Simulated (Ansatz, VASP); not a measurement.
Two plane-wave programs on KBr

```
K Br
1.0
     0.09659    3.30225    3.30225
     3.30225    0.09659    3.30225
     3.39884    3.39884    0.00000
K Br
1 1
Direct
  0.00000 0.00000 0.00000
  0.50000 0.50000 0.50000
```

Change from the starting cell: shear_xy strain +5.8%.

Alike in both runs: task single point; functional HSE06; k mesh 4 × 4 × 4; no spin polarisation.

```csv
,VASP,Ansatz
version,VASP 6.6.1,Ansatz 0.2.0
potentials or method,"VASP PAW PBE potentials, release 64 (K_sv, Br)","plane waves, PAW"
plane-wave cutoff (eV),520,420
occupations,"gaussian, width 0.01 eV",fixed
valence electrons in the cell,16,16
```

VASP gave:

* gap on the k mesh at the Fermi level (eV): 5.51
* pressure (GPa): 0.4
* traceless stress, the component that is largest in VASP (GPa): -0.31

Problem. Which values does Ansatz return?

Solution. gap on the k mesh at the Fermi level (eV): 5.52; pressure (GPa): 0.4; traceless stress, the component that is largest in VASP (GPa): -0.31.

Ansatz's warnings: stress exchange threshold loose, stress scf threshold loose.

The k mesh is coarse, so the values compare programs but aren't converged.
